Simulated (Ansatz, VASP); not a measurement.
**Ca2TeSe in VASP and in Ansatz**

POSCAR

```
Ca2TeSe
1.0
    4.4524228366      0.0000000000      0.0000000000
    0.0000000000      4.4524228366      0.0000000000
    0.0000000000      0.0000000000      6.2959568930
Se Ca Te
1 2 1
Direct
    0.0000000000      0.0000000000      0.0000000000
    0.0000000000      0.0000000000      0.5000000000
    0.5000000000      0.5000000000      0.0000000000
    0.5000000000      0.5000000000      0.5000000000
```

The input INCAR.step1:

```
ALGO = Normal ; EDIFF = 1E-4
ENCUT = 520 ; GGA = PE
ISMEAR = 0 ; LASPH = True
LCHARG = False ; LREAL = False
LWAVE = True ; NBANDS = 24
NELM = 60 ; PREC = Accurate
SIGMA = 0.01
```

The input INCAR.step2:

```
ALGO = Normal ; EDIFF = 1E-7
ENCUT = 520 ; ISIF = 2
ISMEAR = 0 ; ISTART = 1
LASPH = True ; LCHARG = False
LMIXTAU = True ; LREAL = False
LWAVE = False ; METAGGA = R2SCAN
NBANDS = 24 ; NELM = 60
PREC = Accurate ; SIGMA = 0.01
```

Contents of KPOINTS:

```
k-points
0
Gamma
  6 6 4
```

Input for Ansatz:

```yaml
crystal:
  lattice:
    - [4.4524228366, 0.0, 0.0]
    - [0.0, 4.4524228366, 0.0]
    - [0.0, 0.0, 6.295956893]
  atoms:
    - { symbol: Se, position: [0.0, 0.0, 0.0] }
    - { symbol: Ca, position: [0.0, 0.0, 0.5] }
    - { symbol: Te, position: [0.5, 0.5, 0.5] }
    - { symbol: Ca, position: [0.5, 0.5, 0.0] }
kpoints:
  mp_grid: { grid: [6, 6, 4] }
hamiltonian:
  xc: r2scan
scf:
  occupations: { method: fixed }
  n_extra_bands: 5
output:
  forces: true
  stress: true
  eigenvalues: true
```

Alike in both runs: task single point; functional r2SCAN; k mesh 6 × 6 × 4; no spin polarisation.

```csv
,VASP,Ansatz
version,VASP 6.6.1,Ansatz 0.2.0
potentials or method,"VASP PAW PBE potentials, release 64 (Se, Ca_sv, Te)","plane waves, PAW"
plane-wave cutoff (eV),520,500
occupations,"gaussian, width 0.01 eV",fixed
valence electrons in the cell,32,52
```

|  | VASP | Ansatz | Ansatz less VASP |
| --- | --- | --- | --- |
| gap on the k mesh at the Fermi level (eV) | 2.29 | 2.29 | +0.004 |
| pressure (GPa) | -2.2 | -2.3 | -0.16 |

VASP's potentials were made for PBE, not for r2SCAN. VASP's potentials hold 32 valence electrons a cell and Ansatz's 52, so a difference there can come from the potentials and not from the codes.

Neither program's run includes spin-orbit coupling.
